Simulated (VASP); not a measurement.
# GaAs (Fm-3m) in VASP: relaxation of cell and atoms with r2SCAN

Aim: the relaxation of cell and atoms of GaAs with r2SCAN.

Program: VASP 6.6.1. These are calculated values, not measurements. Logs are shortened: lines on timing, memory, paths and dates and some standing lists are left out, and cuts for length are marked.

### 1 The cell of the first run

Symmetry: Fm-3m, No. 225, cubic system. The conventional cell has a = 5.325 Å, b = 5.325 Å, c = 5.325 Å, α = 90.00°, β = 90.00°, γ = 90.00°. Within 3.5 Å of Ga (site symmetry m-3m) lie 6 As at 2.66 Å. Within 3.5 Å of As (site symmetry m-3m) lie 6 Ga at 2.66 Å.

### 2 Relaxation of cell and atoms, r2SCAN

Input file POSCAR:

```
GaAs
1.0
    0.0000000000      2.6624552591      2.6624552591
    2.6624552591      0.0000000000      2.6624552591
    2.6624552591      2.6624552591      0.0000000000
Ga As
1 1
Direct
    0.0000000000      0.0000000000      0.0000000000
    0.5000000000      0.5000000000      0.5000000000
```

Input file INCAR.step1:

```
PREC = Accurate
ENCUT = 600
ISMEAR = 0
SIGMA = 0.1
LREAL = F
LASPH = T
NELM = 80
GGA = PE
ALGO = Normal
EDIFF = 1E-4
LWAVE = T
LCHARG = F
```

Input file INCAR.step2:

```
PREC = Accurate
ENCUT = 600
EDIFF = 1E-6
ISMEAR = 0
SIGMA = 0.1
LREAL = F
LASPH = T
NELM = 80
ALGO = Normal
ISIF = 3
LWAVE = F
LCHARG = F
METAGGA = R2SCAN
LMIXTAU = T
IBRION = 2
NSW = 100
EDIFFG = -0.01
ISTART = 1
```

Input file KPOINTS:

```
Automatic mesh
0
Gamma
  18 18 18
```

Potentials or basis: VASP PAW PBE potentials, release 64 (Ga_d, As).

Launch:

```sh
> cat potpaw_PBE.64/Ga_d/POTCAR potpaw_PBE.64/As/POTCAR > POTCAR
> cp INCAR.step1 INCAR
> mpirun -np 1 vasp_std > vasp.out
> cp INCAR.step2 INCAR
> mpirun -np 1 vasp_std > vasp.out
```

OUTCAR:

```text
PREC = Accurate
   ENCUT = 600
   EDIFF = 1E-6
   ISMEAR = 0
   LREAL = F
   LASPH = T
   NELM = 80
   ISIF = 3
   METAGGA = R2SCAN
   IBRION = 2
   NSW = 100
   EDIFFG = -0.01
   ISTART = 1

 ion  position               nearest neighbor table
   1  0.000  0.000  0.000-   2 2.66   2 2.66   2 2.66   2 2.66   2 2.66   2 2.66
   2  0.500  0.500  0.500-   1 2.66   1 2.66   1 2.66   1 2.66   1 2.66   1 2.66

  LATTYP: Found a face centered cubic cell.
 ALAT       =     5.3249105182

  Lattice vectors:

 A1 = (   0.0000000000,   2.6624552591,   2.6624552591)
 A2 = (   2.6624552591,   0.0000000000,   2.6624552591)
 A3 = (   2.6624552591,   2.6624552591,   0.0000000000)

Analysis of symmetry for initial positions (statically):
=====================================================================
 Subroutine PRICEL returns:
 Original cell was already a primitive cell.

 Routine SETGRP: Setting up the symmetry group for a
 face centered cubic supercell.

 Subroutine GETGRP returns: Found 48 space group operations
 (whereof 48 operations were pure point group operations)
 out of a pool of 48 trial point group operations.

The static configuration has the point symmetry O_h .

Analysis of symmetry for dynamics (positions and initial velocities):
=====================================================================
 Subroutine PRICEL returns:
 Original cell was already a primitive cell.

 Routine SETGRP: Setting up the symmetry group for a
 face centered cubic supercell.

 Subroutine GETGRP returns: Found 48 space group operations
 (whereof 48 operations were pure point group operations)
 out of a pool of 48 trial point group operations.

The dynamic configuration has the point symmetry O_h .

 Subroutine INISYM returns: Found 48 space group operations
 (whereof 48 operations are pure point group operations),
 and found     1 'primitive' translations

----------------------------------------------------------------------------------------

                                     Primitive cell

  volume of cell :      37.7465

  direct lattice vectors                    reciprocal lattice vectors
     0.000000000  2.662455259  2.662455259    -0.187796583  0.187796583  0.187796583
     2.662455259  0.000000000  2.662455259     0.187796583 -0.187796583  0.187796583
     2.662455259  2.662455259  0.000000000     0.187796583  0.187796583 -0.187796583

  length of vectors
     3.765280337  3.765280337  3.765280337     0.325273223  0.325273223  0.325273223

  position of ions in fractional coordinates (direct lattice)
     0.000000000  0.000000000  0.000000000
     0.500000000  0.500000000  0.500000000

  ion indices of the primitive-cell ions
   primitive index   ion index
                 1           1
                 2           2

----------------------------------------------------------------------------------------

 KPOINTS: Automatic mesh

Automatic generation of k-mesh.
 Grid dimensions read from file:
 generate k-points for:   18   18   18

 Generating k-lattice:

  Cartesian coordinates                     Fractional coordinates (reciprocal lattice)
    -0.010433143  0.010433143  0.010433143     0.055555556  0.000000000  0.000000000
     0.010433143 -0.010433143  0.010433143     0.000000000  0.055555556  0.000000000
     0.010433143  0.010433143 -0.010433143     0.000000000  0.000000000  0.055555556

  Length of vectors
     0.018070735  0.018070735  0.018070735

  Shift w.r.t. Gamma in fractional coordinates (k-lattice)
     0.000000000  0.000000000  0.000000000

 Subroutine IBZKPT returns following result:
 ===========================================

 Found    195 irreducible k-points:

 Following reciprocal coordinates:
            Coordinates               Weight
  0.000000  0.000000  0.000000      1.000000
  0.055556  0.000000  0.000000      8.000000
  0.111111  0.000000  0.000000      8.000000
  0.166667  0.000000  0.000000      8.000000
  0.222222  0.000000  0.000000      8.000000
  0.277778  0.000000  0.000000      8.000000
[... 16 lines left out ...]
 -0.277778  0.055556  0.000000     24.000000
 -0.222222  0.055556  0.000000     24.000000
 [... further k-points ...]
   k-points           NKPTS =    195   k-points in BZ     NKDIM =    195   number of bands    NBANDS=     13
   number of dos      NEDOS =    301   number of ions     NIONS =      2
   total plane-waves  NPLWV =  27000
   dimension x,y,z NGX =    30 NGY =   30 NGZ =   30
   dimension x,y,z NGXF=    60 NGYF=   60 NGZF=   60
   ions per type =               1   1
   NGX,Y,Z   is equivalent  to a cutoff of  13.25, 13.25, 13.25 a.u.
   NGXF,Y,Z  is equivalent  to a cutoff of  26.49, 26.49, 26.49 a.u.
 SYSTEM =  unknown system
   PREC   = accura    normal or accurate (medium, high low for compatibility)
   ISTART =      1    job   : 0-new  1-cont  2-samecut
   ICHARG =      0    charge: 1-file 2-atom 10-const
   ISPIN  =      1    spin polarized calculation?
   LNONCOLLINEAR =      F non collinear calculations
   LSORBIT =      F    spin-orbit coupling
   LASPH  =      T    aspherical Exc in radial PAW
   ENCUT  =  600.0 eV  44.10 Ry    6.64 a.u.   7.52  7.52  7.52*2*pi/ulx,y,z
   NELM   =     80;   NELMIN=  2; NELMDL=  0     # of ELM steps
   EDIFF  = 0.1E-05   stopping-criterion for ELM
   LREAL  =      F    real-space projection
   EDIFFG = -.1E-01   stopping-criterion for IOM
   NSW    =    100    number of steps for IOM
   IBRION =      2    ionic relax: 0-MD 1-quasi-New 2-CG
   NFREE  =      1    steps in history (QN), initial steepest desc. (CG)
   ISIF   =      3    stress and relaxation
   ISYM   =      2    0-nonsym 1-usesym 2-fastsym
   POTIM  = 0.5000    time-step for ionic-motion
   TEBEG  =    0.0;   TEEND  =   0.0 temperature during run
   PSTRESS=    0.0 pullay stress
   NELECT =      18.0000    total number of electrons
   NUPDOWN=      -1.0000    fix difference up-down
   EMIN   =  10.00;   EMAX   =-10.00  energy-range for DOS
   EFERMI =   0.00;   METHOD = LEGACY
   ISMEAR =     0;   SIGMA  =   0.10  broadening in eV -4-tet -1-fermi 0-gaus
   EFERMI_NEDOS =   21; number of points for ismear=-14 and -15
   IALGO  =     38    algorithm
   IMIX   =      4    mixing-type and parameters
     AMIX     =   0.40;   BMIX     =  1.00
     AMIX_MAG =   1.60;   BMIX_MAG =  1.00
  volume/ion in A,a.u.               =      18.87       127.36
  Fermi-wavevector in a.u.,A,eV,Ry     =   1.279008  2.416975 22.257255  1.635862
  Thomas-Fermi vector in A             =   2.411518
   LORBIT       =      0    0 simple, 1 ext, 2 COOP (PROOUT), +10 PAW based schemes
   METAGGA = R2SCAN    functional components
   LHFCALC =     F    Hartree Fock is set to
   AEXX    =    0.0000 exact exchange contribution
   IVDW    =     0    specifies the selected vdW correction
   LEPSILON=     F    determine dielectric tensor
   LRPA    =     F    only Hartree local field effects (RPA)
 conjugate gradient relaxation of ions
 non-spin polarized calculation
 Gauss-broadening in eV      SIGMA  =   0.10
  energy-cutoff  :      600.00
  volume of cell :       37.75
 maximum number of plane-waves:      1283
   NGX = 15   NGY = 15   NGZ = 15

--------------------------------------- Ionic step        1  -------------------------------------------

 number of electron      18.0000009 magnetization

 Free energy of the ion-electron system (eV)
  ---------------------------------------------------
  ext. energy  EPLUGINS =         0.00000000
  ---------------------------------------------------
  free energy    TOTEN  =       -26.22533156 eV

  energy without entropy =      -26.21930072  energy(sigma->0) =      -26.22231614

------------------------ aborting loop because EDIFF is reached ----------------------------------------

  FORCE on cell =-STRESS in cart. coord.  units (eV):
  Direction    XX          YY          ZZ          XY          YZ          ZX
  --------------------------------------------------------------------------------------
  -------------------------------------------------------------------------------------
  Total        0.0443899      0.0443899      0.0443899      0.0000000      0.0000000     -0.0000000
  in kB        1.8841612      1.8841612      1.8841612      0.0000000      0.0000000     -0.0000000
  external PRESSURE =       1.8841612 kB  Pullay stress =       0.0000000 kB

 VOLUME and BASIS-vectors are now :
 -----------------------------------------------------------------------------
  energy-cutoff  :      600.00
  volume of cell :       37.75
      direct lattice vectors                 reciprocal lattice vectors
     0.000000000  2.662455259  2.662455259    -0.187796583  0.187796583  0.187796583
     2.662455259  0.000000000  2.662455259     0.187796583 -0.187796583  0.187796583
     2.662455259  2.662455259  0.000000000     0.187796583  0.187796583 -0.187796583

 POSITION                                       TOTAL-FORCE (eV/Angst)
 -----------------------------------------------------------------------------------
      0.00000      0.00000      0.00000         0.000000      0.000000     -0.000000
      2.66246      2.66246      2.66246         0.000000     -0.000000      0.000000
 -----------------------------------------------------------------------------------
    total drift:                               -0.000000      0.000000      0.000000

  FREE ENERGIE OF THE ION-ELECTRON SYSTEM (eV)
  ---------------------------------------------------
  free  energy   TOTEN  =       -26.2253315588 eV

  energy  without entropy=      -26.2193007199  energy(sigma->0) =      -26.22231614

--------------------------------------- Ionic step        2  -------------------------------------------

 number of electron      18.0000008 magnetization

 Free energy of the ion-electron system (eV)
  ---------------------------------------------------
  ext. energy  EPLUGINS =         0.00000000
  ---------------------------------------------------
  free energy    TOTEN  =       -26.22534588 eV

  energy without entropy =      -26.21926594  energy(sigma->0) =      -26.22230591

 E-fermi :   5.3933     XC(G=0): -11.5040

 val. band max:        5.3890289314   @ k =   0.5000   0.0556   0.0000
 cond. band min:       5.4068946042   @ k =   0.2222   0.0556   0.0000
 fundamental gap:      0.0178656729
 Fermi energy:         5.3933432028

 k-point     1 :       0.0000    0.0000    0.0000
  band No.  band energies     occupation
      1      -9.9407      2.00000
      2      -9.9407      2.00000
      3      -9.9115      2.00000
      4      -9.9115      2.00000
      5      -9.9115      2.00000
      6      -8.5178      2.00000
      7       5.3712      1.24572
      8       5.3713      1.24517
      9       5.3713      1.24517
     10       5.9849      0.00000
     11      13.1983      0.00000
     12      13.1983      0.00000
     13      13.1983      0.00000

 k-point     2 :       0.0556    0.0000    0.0000
  band No.  band energies     occupation
      1      -9.9416      2.00000
      2      -9.9416      2.00000
      3      -9.9116      2.00000
      4      -9.9107      2.00000
      5      -9.9107      2.00000
      6      -8.4732      2.00000
      7       4.5431      2.00000
      8       5.3682      1.27782
      9       5.3682      1.27735
     10       6.7107      0.00000
     11      12.9229      0.00000
     12      13.0983      0.00000
     13      13.0983      0.00000
[... 321 lines left out ...]
 k-point    23 :      -0.2778    0.0556    0.0000
  band No.  band energies     occupation
      1      -9.9665      2.00000
      2      -9.9633      2.00000
      3      -9.9158      2.00000
      4      -9.8922      2.00000
      5      -9.8897      2.00000
      6      -7.2640      2.00000
      7      -0.2557      2.00000
      8       4.7372      2.00000
      9       5.7627      0.00000
     10       8.8961      0.00000
     11       9.3695      0.00000
     12       9.6772      0.00000
     13      11.7501      0.00000

 k-point    24 :      -0.2222    0.0556    0.0000
  band No.  band energies     occupation
      1      -9.9606      2.00000
      2      -9.9560      2.00000
      3      -9.9144      2.00000
      4      -9.8981      2.00000
      5      -9.8953      2.00000
      6      -7.6599      2.00000
      7       0.7791      2.00000
      8       4.7388      2.00000
      9       5.7309      0.00000
     10       8.7729      0.00000
     11       9.9681      0.00000
     12      10.3314      0.00000
     13      12.1048      0.00000

 [... further k-points ...]

------------------------ aborting loop because EDIFF is reached ----------------------------------------

  FORCE on cell =-STRESS in cart. coord.  units (eV):
  Direction    XX          YY          ZZ          XY          YZ          ZX
  --------------------------------------------------------------------------------------
  -------------------------------------------------------------------------------------
  Total       -0.0139131     -0.0139131     -0.0139131     -0.0000000      0.0000000      0.0000000
  in kB       -0.5886576     -0.5886576     -0.5886576     -0.0000000      0.0000000      0.0000000
  external PRESSURE =      -0.5886576 kB  Pullay stress =       0.0000000 kB

 VOLUME and BASIS-vectors are now :
 -----------------------------------------------------------------------------
  energy-cutoff  :      600.00
  volume of cell :       37.87
      direct lattice vectors                 reciprocal lattice vectors
    -0.000000000  2.665306067  2.665306067    -0.187595716  0.187595716  0.187595716
     2.665306067  0.000000000  2.665306067     0.187595716 -0.187595716  0.187595716
     2.665306067  2.665306067  0.000000000     0.187595716  0.187595716 -0.187595716

 POSITION                                       TOTAL-FORCE (eV/Angst)
 -----------------------------------------------------------------------------------
      2.66531      0.00000      2.66531         0.000000     -0.000000     -0.000000
      2.66531      2.66531      2.66531        -0.000000      0.000000      0.000000
 -----------------------------------------------------------------------------------
    total drift:                                0.000000      0.000000      0.000000

  FREE ENERGIE OF THE ION-ELECTRON SYSTEM (eV)
  ---------------------------------------------------
  free  energy   TOTEN  =       -26.2253458808 eV

  energy  without entropy=      -26.2192659396  energy(sigma->0) =      -26.22230591

 reached required accuracy - stopping structural energy minimisation
```

Run time: 5.3 min. Hardware: 1 thread of Intel Xeon 6975P-C (Granite Rapids), shared host; peak memory 0.29 GiB.

Results:

```yaml
Free_energy: -26.2253 eV
Relaxed_volume: 18.93 Å³/atom
Relaxed_cell: a = 3.769 Å, b = 3.769 Å, c = 3.769 Å, α = 60.00°, β = 60.00°, γ = 60.00°
Space_group_after_relaxing_to_0.1_Å: Fm-3m (No. 225)
Energy_gained_by_relaxing: 0.0 meV/atom
Ionic_steps: 2
Pressure_after_relaxing: -0.1 GPa
Band_gap_on_the_k_mesh: zero (bands 9 and 10 overlap by 3.39 eV)
```

Final structure:
```cif
data_structure
_symmetry_space_group_name_H-M 'P 1'
_symmetry_Int_Tables_number 1
_cell_length_a 3.7693
_cell_length_b 3.7693
_cell_length_c 3.7693
_cell_angle_alpha 60.000
_cell_angle_beta 60.000
_cell_angle_gamma 60.000
_cell_volume 37.87
loop_
_atom_site_label
_atom_site_type_symbol
_atom_site_fract_x
_atom_site_fract_y
_atom_site_fract_z
_atom_site_occupancy
Ga1 Ga 0.00000 0.00000 0.00000 1
As1 As 0.50000 0.50000 0.50000 1
```

Caveat: the PAW data sets were made with another functional, which shifts forces and pressure a little.
